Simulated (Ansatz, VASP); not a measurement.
Te in VASP and in Ansatz

```xyz
3
Lattice="4.3220 0.0000 0.0000 -2.1610 3.7430 0.0000 0.0000 0.0000 5.9585" Properties=species:S:1:pos:R:3 pbc="T T T"
Te    3.1046    0.0000    1.9862
Te   -1.5523    2.6887    3.9723
Te    0.6087    1.0543    0.0000
```

Alike in both runs: task relaxation of cell and atoms; functional PBEsol; k mesh 12 × 12 × 8; occupations gaussian, width 0.1 eV; no spin polarisation.

|  | VASP | Ansatz |
| --- | --- | --- |
| version | VASP 6.6.1 | Ansatz 0.2.0 |
| potentials or method | VASP PAW PBE potentials, release 64 (Te), cutoff 600 eV | scalar-relativistic, plane waves, PAW |
| valence electrons in the cell | 18 | 48 |

VASP gave:

* gap on the k mesh at the Fermi level, each at its own relaxed structure (eV): none
* relaxed volume (Å³/atom): 32.05
* relaxed length of the cell vector where the two differ most in proportion (Å): 5.959

Task: What did Ansatz give for the same quantities?

Result: gap on the k mesh at the Fermi level, each at its own relaxed structure (eV): none; relaxed volume (Å³/atom): 32.04; relaxed length of the cell vector where the two differ most in proportion (Å): 5.950.

VASP's potentials were made for PBE, not for PBEsol. A gap of «none» marks a metal or a gap that the smearing closes. VASP's potentials hold 18 valence electrons a cell and Ansatz's 48, so a difference there can come from the potentials and not from the codes.

Spin-orbit coupling is off throughout.
